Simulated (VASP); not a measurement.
# NaH in VASP: a series of runs

The runs below take NaH through single point, with PBEsol.

Everything below comes from runs of VASP 6.6.1. Logs are shortened: lines on timing, memory, paths and dates and some standing lists are left out, and cuts for length are marked.

## 1. The cell of the first run

The structure is cubic, space group Fm-3m (No. 225). The conventional cell has a = 4.791 Å, b = 4.791 Å, c = 4.791 Å, α = 90.00°, β = 90.00°, γ = 90.00°. Na (site symmetry m-3m) has 6 H at 2.40 Å within 3.2 Å. H (site symmetry m-3m) has 6 Na at 2.40 Å within 3.2 Å.

## 2. Single point, PBEsol

INCAR reads:

```
ALGO     = Normal         # electronic algorithm
EDIFF    = 1E-6           # SCF threshold, eV
ENCUT    = 520            # plane-wave cutoff, eV
GGA      = PS             # functional
ISIF     = 2              # what is computed and relaxed
ISMEAR   = 0              # smearing method
LASPH    = True           # aspherical terms in the spheres
LCHARG   = False          # write CHGCAR
LREAL    = False          # projectors in reciprocal space
LWAVE    = False          # write WAVECAR
NBANDS   = 11             # bands
NELM     = 60             # most SCF steps
PREC     = Accurate       # precision mode
SIGMA    = 0.01           # smearing width, eV
```

KPOINTS reads:

```
k-points
0
Gamma
  8 8 8
```

POSCAR reads:

```
NaH
1.0
    0.0000000000      2.3956768562      2.3956768562
    2.3956768562      0.0000000000      2.3956768562
    2.3956768562      2.3956768562      0.0000000000
Na H
1 1
Direct
    0.0000000000      0.0000000000      0.0000000000
    0.5000000000      0.5000000000      0.5000000000
```

Potentials or basis: VASP PAW PBE potentials, release 64 (Na_pv, H).

On the command line:

```bash
cat potpaw_PBE.64/Na_pv/POTCAR potpaw_PBE.64/H/POTCAR > POTCAR
mpirun -np 1 vasp_std > vasp.out
```

OUTCAR:

```text
EDIFF = 1E-6
   ENCUT = 520
   GGA = PS
   ISIF = 2
   ISMEAR = 0
   LASPH = True
   LREAL = False
   NELM = 60
   PREC = Accurate

 ion  position               nearest neighbor table
   1  0.000  0.000  0.000-
   2  0.500  0.500  0.500-

  LATTYP: Found a face centered cubic cell.
 ALAT       =     4.7913537124

  Lattice vectors:

 A1 = (   0.0000000000,   2.3956768562,   2.3956768562)
 A2 = (   2.3956768562,   0.0000000000,   2.3956768562)
 A3 = (   2.3956768562,   2.3956768562,   0.0000000000)

Analysis of symmetry for initial positions (statically):
=====================================================================
 Subroutine PRICEL returns:
 Original cell was already a primitive cell.

 Routine SETGRP: Setting up the symmetry group for a
 face centered cubic supercell.

 Subroutine GETGRP returns: Found 48 space group operations
 (whereof 48 operations were pure point group operations)
 out of a pool of 48 trial point group operations.

The static configuration has the point symmetry O_h .

Analysis of symmetry for dynamics (positions and initial velocities):
=====================================================================
 Subroutine PRICEL returns:
 Original cell was already a primitive cell.

 Routine SETGRP: Setting up the symmetry group for a
 face centered cubic supercell.

 Subroutine GETGRP returns: Found 48 space group operations
 (whereof 48 operations were pure point group operations)
 out of a pool of 48 trial point group operations.

The dynamic configuration has the point symmetry O_h .

 Subroutine INISYM returns: Found 48 space group operations
 (whereof 48 operations are pure point group operations),
 and found     1 'primitive' translations

----------------------------------------------------------------------------------------

                                     Primitive cell

  volume of cell :      27.4989

  direct lattice vectors                    reciprocal lattice vectors
     0.000000000  2.395676856  2.395676856    -0.208709283  0.208709283  0.208709283
     2.395676856  0.000000000  2.395676856     0.208709283 -0.208709283  0.208709283
     2.395676856  2.395676856  0.000000000     0.208709283  0.208709283 -0.208709283

  length of vectors
     3.387998701  3.387998701  3.387998701     0.361495083  0.361495083  0.361495083

  position of ions in fractional coordinates (direct lattice)
[... 85 lines left out ...]
   ISIF   =      2    stress and relaxation
   ISYM   =      2    0-nonsym 1-usesym 2-fastsym
   POTIM  = 0.5000    time-step for ionic-motion
   TEBEG  =    0.0;   TEEND  =   0.0 temperature during run
   PSTRESS=    0.0 pullay stress
   NELECT =       8.0000    total number of electrons
   NUPDOWN=      -1.0000    fix difference up-down
   EMIN   =  10.00;   EMAX   =-10.00  energy-range for DOS
   EFERMI =   0.00;   METHOD = LEGACY
   ISMEAR =     0;   SIGMA  =   0.01  broadening in eV -4-tet -1-fermi 0-gaus
   EFERMI_NEDOS =   21; number of points for ismear=-14 and -15
   IALGO  =     38    algorithm
   IMIX   =      4    mixing-type and parameters
     AMIX     =   0.40;   BMIX     =  1.00
     AMIX_MAG =   1.60;   BMIX_MAG =  1.00
  volume/ion in A,a.u.               =      13.75        92.79
  Fermi-wavevector in a.u.,A,eV,Ry     =   1.084759  2.049897 16.010004  1.176702
  Thomas-Fermi vector in A             =   2.220857
   LORBIT       =      0    0 simple, 1 ext, 2 COOP (PROOUT), +10 PAW based schemes
   GGA     = PS    functional components
   LHFCALC =     F    Hartree Fock is set to
   AEXX    =    0.0000 exact exchange contribution
   IVDW    =     0    specifies the selected vdW correction
   LEPSILON=     F    determine dielectric tensor
   LRPA    =     F    only Hartree local field effects (RPA)
 non-spin polarized calculation
 Gauss-broadening in eV      SIGMA  =   0.01
  energy-cutoff  :      520.00
  volume of cell :       27.50
 maximum number of plane-waves:       754
 NGX is ok and might be reduce to    28
   NGX = 13   NGY = 13   NGZ = 13

 number of electron       7.9999992 magnetization

 Free energy of the ion-electron system (eV)
  ---------------------------------------------------
  ext. energy  EPLUGINS =         0.00000000
  ---------------------------------------------------
  free energy    TOTEN  =        -5.08592229 eV

  energy without entropy =       -5.08592229  energy(sigma->0) =       -5.08592229

 E-fermi :  -0.9614     XC(G=0):  -7.9780

 val. band max:       -1.0112536436   @ k =  -0.2500   0.5000   0.2500
 cond. band min:       2.5931237114   @ k =   0.5000   0.0000   0.0000
 fundamental gap:      3.6043773551
 Fermi energy:        -0.9613879488

 k-point     1 :       0.0000    0.0000    0.0000
  band No.  band energies     occupation
      1     -22.9668      2.00000
      2     -22.9668      2.00000
      3     -22.9668      2.00000
      4      -4.8092      2.00000
      5       9.6300      0.00000
      6      14.5763      0.00000
      7      14.5763      0.00000
      8      14.5763      0.00000
      9      15.5879      0.00000
     10      15.5879      0.00000
     11      15.5879      0.00000
[... 309 lines left out ...]
 k-point    24 :      -0.3750    0.2500    0.1250
  band No.  band energies     occupation
      1     -23.0561      2.00000
      2     -23.0055      2.00000
      3     -22.9878      2.00000
      4      -1.5284      2.00000
      5       3.3855      0.00000
      6       6.7148      0.00000
      7      10.0084      0.00000
      8      14.0074      0.00000
      9      15.2196      0.00000
     10      18.4973      0.00000
     11      20.6444      0.00000

 [... further k-points ...]

------------------------ aborting loop because EDIFF is reached ----------------------------------------

  FORCE on cell =-STRESS in cart. coord.  units (eV):
  Direction    XX          YY          ZZ          XY          YZ          ZX
  --------------------------------------------------------------------------------------
  -------------------------------------------------------------------------------------
  Total       -0.0027900     -0.0027900     -0.0027900      0.0000000      0.0000000     -0.0000000
  in kB       -0.1625522     -0.1625522     -0.1625522      0.0000000      0.0000000     -0.0000000
  external PRESSURE =      -0.1625522 kB  Pullay stress =       0.0000000 kB

 VOLUME and BASIS-vectors are now :
 -----------------------------------------------------------------------------
  energy-cutoff  :      520.00
  volume of cell :       27.50
      direct lattice vectors                 reciprocal lattice vectors
     0.000000000  2.395676856  2.395676856    -0.208709283  0.208709283  0.208709283
     2.395676856  0.000000000  2.395676856     0.208709283 -0.208709283  0.208709283
     2.395676856  2.395676856  0.000000000     0.208709283  0.208709283 -0.208709283

 POSITION                                       TOTAL-FORCE (eV/Angst)
 -----------------------------------------------------------------------------------
      0.00000      0.00000      0.00000        -0.000000      0.000000      0.000000
      2.39568      2.39568      2.39568         0.000000     -0.000000     -0.000000
 -----------------------------------------------------------------------------------
    total drift:                               -0.000000     -0.000000     -0.000000

  FREE ENERGIE OF THE ION-ELECTRON SYSTEM (eV)
  ---------------------------------------------------
  free  energy   TOTEN  =        -5.0859222924 eV

  energy  without entropy=       -5.0859222924  energy(sigma->0) =       -5.08592229
```

OSZICAR:

```text
N       E                     dE             d eps       ncg     rms          rms(c)
DAV:   1     0.380106395301E+02    0.38011E+02   -0.43790E+03   644   0.720E+02
DAV:   2    -0.406106906919E+01   -0.42072E+02   -0.41291E+02   656   0.200E+02
DAV:   3    -0.545548444751E+01   -0.13944E+01   -0.13930E+01   764   0.339E+01
DAV:   4    -0.546480558302E+01   -0.93211E-02   -0.93205E-02   747   0.277E+00
DAV:   5    -0.546489464820E+01   -0.89065E-04   -0.89064E-04   734   0.275E-01    0.292E+00
DAV:   6    -0.516613478968E+01    0.29876E+00   -0.29188E-01   765   0.328E+00    0.136E+00
DAV:   7    -0.508358188033E+01    0.82553E-01   -0.27008E-01   712   0.229E+00    0.325E-01
DAV:   8    -0.508594351003E+01   -0.23616E-02   -0.65033E-03   725   0.975E-01    0.626E-02
DAV:   9    -0.508593342612E+01    0.10084E-04   -0.68103E-04   770   0.318E-01    0.191E-02
DAV:  10    -0.508592171186E+01    0.11714E-04   -0.39877E-05   726   0.420E-02    0.279E-03
DAV:  11    -0.508592229237E+01   -0.58051E-06   -0.11517E-06   725   0.624E-03
   1 F= -.50859223E+01 E0= -.50859223E+01  d E =-.105001E-14
```

stdout:

```text
POSCAR found type information on POSCAR NaH
 POSCAR found :  2 types and       2 ions
 scaLAPACK will be used
 -----------------------------------------------------------------------------
|                                                                             |
|                                                                             |
|     You enforced a specific xc type in the INCAR file but a different       |
|     I HOPE YOU KNOW WHAT YOU ARE DOING!                                     |
|                                                                             |
 -----------------------------------------------------------------------------

 LDA part: xc-table for (Slater+PW92), standard interpolation
 POSCAR, INCAR and KPOINTS ok, starting setup
 FFT: planning ... GRIDC
 FFT: planning ... GRID_SOFT
 FFT: planning ... GRID
 WAVECAR not read
 entering main loop
```

Wall time 14 s (1 thread of Intel Xeon 8259CL, shared host); peak memory 0.15 GiB.

Results:

```yaml
Free_energy: -5.0859 eV
Pressure: 0.0 GPa
Band_gap_on_the_k_mesh: 3.60 eV (least direct gap 4.51 eV)
```

Caveat: the PAW data sets were made with another functional, which shifts forces and pressure a little. A hybrid or GW would open this gap; PBEsol tends to underestimate it.

## 3. Single point, PBEsol

INCAR reads:

```
SYSTEM = NaH
PREC = Accurate ; ENCUT = 520
EDIFF = 1E-7 ; ISMEAR = 0
SIGMA = 0.01 ; LREAL = .False.
LASPH = .True. ; NELM = 60
ALGO = Normal ; ISIF = 2
LWAVE = .False. ; LCHARG = .True.
GGA = PS ; LELF = .True.
LVHAR = .True. ; NBANDS = 11
```

KPOINTS reads:

```
Automatic mesh
0
Gamma
  8 8 8
  0 0 0
```

POSCAR is that of step 2.

Potentials or basis: VASP PAW PBE potentials, release 64 (Na_pv, H).

On the command line:

```bash
cat potpaw_PBE.64/Na_pv/POTCAR potpaw_PBE.64/H/POTCAR > POTCAR
mpirun -np 1 vasp_std > vasp.out
```

Wall time 13 s (1 thread of Intel Xeon 8259CL, shared host); peak memory 0.15 GiB.

The run converged. Its results:

```
Free energy            : -5.0859 eV
Pressure               : 0.0 GPa
Band gap on the k mesh : 3.60 eV (least direct gap 4.51 eV)
```

Levels at points of the mesh, in eV from the valence-band top:
```tsv
k point	band 2	band 3	band 4	band 5	band 6	band 7
(0.00, 0.00, 0.00)	-21.96	-21.96	-3.80	10.64	15.59	15.59
(0.50, 0.00, 0.00)	-21.97	-21.97	-0.91	3.60	10.80	13.39
(0.50, 0.50, 0.00)	-21.99	-21.99	-0.19	4.46	9.87	10.66
```

Caveat: the PAW data sets were made with another functional, which shifts forces and pressure a little. A k mesh can miss the band edges.

## 4. Single point, PBEsol

This run uses another cell than the first one, of 13.96 Å³/atom.

INCAR reads:

```
  PREC = Accurate
  ENCUT = 520
  EDIFF = 1E-6
  ISMEAR = 0
  SIGMA = 0.01
  LREAL = F
  LASPH = T
  NELM = 80
  ALGO = Normal
  ISIF = 2
  LWAVE = F
  LCHARG = T
  GGA = PS
  LELF = T
  LVHAR = T
  NBANDS = 11
```

KPOINTS reads:

```
Automatic mesh
0
Gamma
  8 8 8
```

POSCAR reads:

```
NaH
1.0
    0.0000000000      2.4076552405      2.4076552405
    2.4076552405      0.0000000000      2.4076552405
    2.4076552405      2.4076552405      0.0000000000
Na H
1 1
Direct
    0.0000000000      0.0000000000      0.0000000000
    0.5000000000      0.5000000000      0.5000000000
```

On the command line:

```bash
cat potpaw_PBE.64/Na_pv/POTCAR potpaw_PBE.64/H/POTCAR > POTCAR
mpirun -np 1 vasp_std > vasp.out
```

Wall time 13 s (1 thread of Intel Xeon 8259CL, shared host); peak memory 0.15 GiB.

The run converged. Its results:

- Free energy: -5.0856 eV
- Pressure: -0.4 GPa
- Band gap on the k mesh: 3.58 eV (least direct gap 4.48 eV)

Levels at points of the mesh, in eV from the valence-band top:
| k point | band 1 | band 2 | band 3 | band 4 | band 5 | band 6 | band 7 | band 8 |
| --- | --- | --- | --- | --- | --- | --- | --- | --- |
| (0.00, 0.00, 0.00) | -21.98 | -21.98 | -21.98 | -3.75 | 10.51 | 15.48 | 15.48 | 15.48 |
| (0.50, 0.00, 0.00) | -22.08 | -21.99 | -21.99 | -0.90 | 3.58 | 10.70 | 13.29 | 13.29 |
| (0.50, 0.50, 0.00) | -22.07 | -22.01 | -22.01 | -0.18 | 4.43 | 9.81 | 10.56 | 10.56 |

Caveat: the PAW data sets were made with another functional, which shifts forces and pressure a little.

## 5. Single point, PBEsol (z stretched by -0.5 %, x and y held)

INCAR reads:

```
ALGO = Normal
EDIFF = 1E-6
ENCUT = 520
GGA = PS
ISIF = 2
ISMEAR = 0
LASPH = T
LCHARG = T
LELF = T
LREAL = F
LVHAR = T
LWAVE = F
NBANDS = 11
NELM = 60
PREC = Accurate
SIGMA = 0.01
```

KPOINTS reads:

```
k-points
0
Gamma
  8 8 8
```

POSCAR reads:

```
NaH
1.0
    0.0000000000      2.3956768562      2.3836984719
    2.3956768562      0.0000000000      2.3836984719
    2.3956768562      2.3956768562      0.0000000000
Na H
1 1
Direct
    0.0000000000      0.0000000000      0.0000000000
    0.5000000000      0.5000000000      0.5000000000
```

On the command line:

```bash
cat potpaw_PBE.64/Na_pv/POTCAR potpaw_PBE.64/H/POTCAR > POTCAR
mpirun -np 1 vasp_std > vasp.out
```

Run time: 21 s. Hardware: 1 thread of Intel Xeon 8259CL, shared host; peak memory 0.16 GiB.

It converged, with:

- Free energy: -5.0858 eV
- Pressure: 0.1 GPa
- Band gap on the k mesh: 3.61 eV (least direct gap 4.53 eV)

Stress tensor (GPa, compression positive):
```
0.05 0.00 0.00
0.00 0.05 0.00
0.00 0.00 0.23
```

Levels at points of the mesh, in eV from the valence-band top:
```csv
k point,band 1,band 2,band 3,band 4,band 5,band 6,band 7,band 8,band 9
"(0.00, 0.00, 0.00)",-21.95,-21.95,-21.95,-3.81,10.68,15.61,15.61,15.64,16.64
"(0.50, 0.00, 0.00)",-22.06,-21.96,-21.96,-0.92,3.61,10.84,13.38,13.45,16.47
"(0.50, 0.50, 0.00)",-22.04,-21.99,-21.99,-0.17,4.51,9.85,10.64,10.64,12.00
"(0.50, 0.00, 0.50)",-22.05,-21.99,-21.98,-0.20,4.45,9.90,10.70,10.71,12.02
```

Caveat: the cell differs from its parent crystal (z stretched by -0.5 %, x and y held); the PAW data sets were made with another functional, which shifts forces and pressure a little.

## 6. Single point, PBEsol (z stretched by +0.5 %, x and y held)

INCAR reads:

```
SYSTEM = NaH
PREC = Accurate
ENCUT = 520
EDIFF = 1E-7
ISMEAR = 0
SIGMA = 0.01
LREAL = .FALSE.
LASPH = .TRUE.
NELM = 80
ALGO = Normal
ISIF = 2
LWAVE = .FALSE.
LCHARG = .FALSE.
GGA = PS
NBANDS = 11
```

KPOINTS reads:

```
regular mesh
0
G
  8 8 8
  0 0 0
```

POSCAR reads:

```
NaH
1.0
    0.0000000000      2.3956768562      2.4076552405
    2.3956768562      0.0000000000      2.4076552405
    2.3956768562      2.3956768562      0.0000000000
Na H
1 1
Direct
    0.0000000000      0.0000000000      0.0000000000
    0.5000000000      0.5000000000      0.5000000000
```

Potentials or basis: VASP PAW PBE potentials, release 64 (Na_pv, H).

On the command line:

```bash
cat potpaw_PBE.64/Na_pv/POTCAR potpaw_PBE.64/H/POTCAR > POTCAR
mpirun -np 1 vasp_std > vasp.out
```

It took 21 s on 1 thread of Intel Xeon 8259CL, shared host; peak memory 0.16 GiB.

The run converged. Its results:

```yaml
Free_energy: -5.0859 eV
Pressure: -0.1 GPa
Band_gap_on_the_k_mesh: 3.59 eV (least direct gap 4.50 eV)
```

Stress tensor (GPa, compression positive):
```
-0.06  0.00  0.00
 0.00 -0.06  0.00
 0.00  0.00 -0.23
```

Levels at points of the mesh, in eV from the valence-band top:
| k point | band 1 | band 2 | band 3 | band 4 | band 5 | band 6 | band 7 | band 8 |
| --- | --- | --- | --- | --- | --- | --- | --- | --- |
| (0.00, 0.00, 0.00) | -21.97 | -21.97 | -21.97 | -3.79 | 10.59 | 15.53 | 15.55 | 15.55 |
| (0.50, 0.00, 0.00) | -22.07 | -21.98 | -21.98 | -0.91 | 3.59 | 10.77 | 13.31 | 13.39 |
| (0.50, 0.50, 0.00) | -22.06 | -22.00 | -22.00 | -0.21 | 4.41 | 9.88 | 10.66 | 10.66 |
| (0.50, 0.00, 0.50) | -22.06 | -22.00 | -22.00 | -0.18 | 4.47 | 9.83 | 10.60 | 10.60 |

Caveat: the cell differs from its parent crystal (z stretched by +0.5 %, x and y held); the PAW data sets were made with another functional, which shifts forces and pressure a little. A k mesh can miss the band edges.

## 7. The runs side by side

| cell | gap on the mesh (eV) | pressure (GPa) |
| --- | --- | --- |
| a = 3.388 Å, angles 60.0°, 2 atoms | 3.60 | 0.0 |
| a = 3.405 Å, angles 60.0°, 2 atoms | 3.58 | -0.4 |
| a = 3.380, b = 3.380, c = 3.388 Å, angles 59.9, 59.9, 60.2°, 2 atoms | 3.61 | 0.1 |
| a = 3.396, b = 3.396, c = 3.388 Å, angles 60.1, 60.1, 59.8°, 2 atoms | 3.59 | -0.1 |

Alike in all rows: task single point; level PBEsol; potentials or basis VASP PAW PBE potentials, release 64 (Na_pv, H); no spin polarisation; k mesh 8 × 8 × 8; cutoff (eV) 520; smearing gaussian 0.01 eV.

Caveats: the PAW data sets were made with another functional, which shifts forces and pressure a little.

Absolute energies hang on the potentials; compare differences alone.
